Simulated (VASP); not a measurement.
Input of a VASP 6.6.1 run:

File INCAR:

```
PREC = Accurate ; ENCUT = 520
EDIFF = 1E-6 ; ISMEAR = -1
SIGMA = 0.05 ; LREAL = False
LASPH = True ; NELM = 80
ALGO = Normal ; ISIF = 2
LWAVE = False ; LCHARG = True
GGA = PS ; IVDW = 12
LELF = True ; LVHAR = True
NBANDS = 34
```

Contents of KPOINTS:

```
regular mesh
0
Gamma
  3 3 3
```

POSCAR

```
Tc3Sn
1.0
    0.0000000000      3.1721940000      3.1721940000
    3.1721940000      0.0000000000      3.1721940000
    3.1721940000      3.1721940000      0.0000000000
Tc Sn
3 1
Direct
    0.2500000000      0.2500000000      0.2500000000
    0.7500000000      0.7500000000      0.7500000000
    0.5000000000      0.5000000000      0.5000000000
    0.0000000000      0.0000000000      0.0000000000
```

Potentials or basis: VASP PAW PBE potentials, release 64 (Tc_pv, Sn_d).

Launch:

```console
$ cat potpaw_PBE.64/Tc_pv/POTCAR potpaw_PBE.64/Sn_d/POTCAR > POTCAR
$ mpirun -np 1 vasp_std > vasp.out
```

(1) Estimate the dispersion energy per atom.

(2) Predict the pressure.

Results:

(1) -0.581 eV.

(2) -17.1 GPa.

Caveat: the k points lie up to 0.57 Å⁻¹ apart; three body term missing; the PAW data sets were made with another functional, which shifts forces and pressure a little; pairwise dispersion overbinds metals, which lowers pressure and volume.
